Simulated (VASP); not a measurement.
Input of a VASP 6.6.1 run:

INCAR

```
SYSTEM = BN
  ALGO = Normal
  EDIFF = 1E-6
  ENCUT = 520
  GGA = PE
  ISIF = 2
  ISMEAR = 0
  IVDW = 12
  LASPH = .True.
  LCHARG = .True.
  LELF = .True.
  LREAL = .False.
  LVHAR = .True.
  LWAVE = .False.
  NBANDS = 11
  NELM = 80
  PREC = Accurate
  SIGMA = 0.02
```

Contents of KPOINTS:

```
k-points
0
Gamma
  12 12 12
  0 0 0
```

File POSCAR:

```
BN
1.0
    1.2484019427      0.7207651976      3.0207459882
   -1.2484019427      0.7207651976      3.0207459882
    0.0000000000     -1.4415303953      3.0207459882
B N
1 1
Direct
    0.9999738068      0.9999738068      0.9999738068
    0.3324591932      0.3324591932      0.3324591932
```

Potentials or basis: VASP PAW PBE potentials, release 64 (B, N).

The run is started by

```bash
$ cat potpaw_PBE.64/B/POTCAR potpaw_PBE.64/N/POTCAR > POTCAR
$ mpirun -np 1 vasp_std > vasp.out
```

(1) Predict the pressure.

(2) Estimate the dispersion energy per atom.

Answers

(1) 4.3 GPa.

(2) -0.159 eV.

Caveat: the cell stands under pressure.
